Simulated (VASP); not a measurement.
MgS:

```
Mg S
1.0
     3.64543    0.00000    0.00000
    -1.82272    3.15704    0.00000
     0.00000    0.00000    6.14736
Mg S
2 2
Cartesian
  0.0000 0.0000 0.0000
  0.0000 0.0000 3.0737
  0.0000 2.1047 1.5368
  1.8227 1.0523 4.6105
```

Base run:

```yaml
Program: VASP 6.6.1
Functional: r2SCAN
Potentials_or_basis: VASP PAW PBE potentials, release 64 (Mg, S)
Cutoff: 520 eV
k_mesh: 6 × 6 × 4
Occupations: gaussian, width 0.01 eV
Spin: no spin polarisation
```

Its results: band gap on the k mesh 4.05 eV, indirect (least direct gap 4.41 eV); pressure -0.5 GPa.

Question: The run is repeated on the same cell with these changes: functional from r2SCAN to PBE. What comes out?

Answer: Band gap on the k mesh 3.40 eV, indirect (least direct gap 3.53 eV); pressure 1.0 GPa.

r2SCAN gives the wider gap, since meta-GGAs in the generalised Kohn-Sham scheme recover part of the derivative discontinuity.

Caveats: the PAW data sets were made with another functional, which shifts forces and pressure a little (some runs).

A k mesh can miss the band edges.
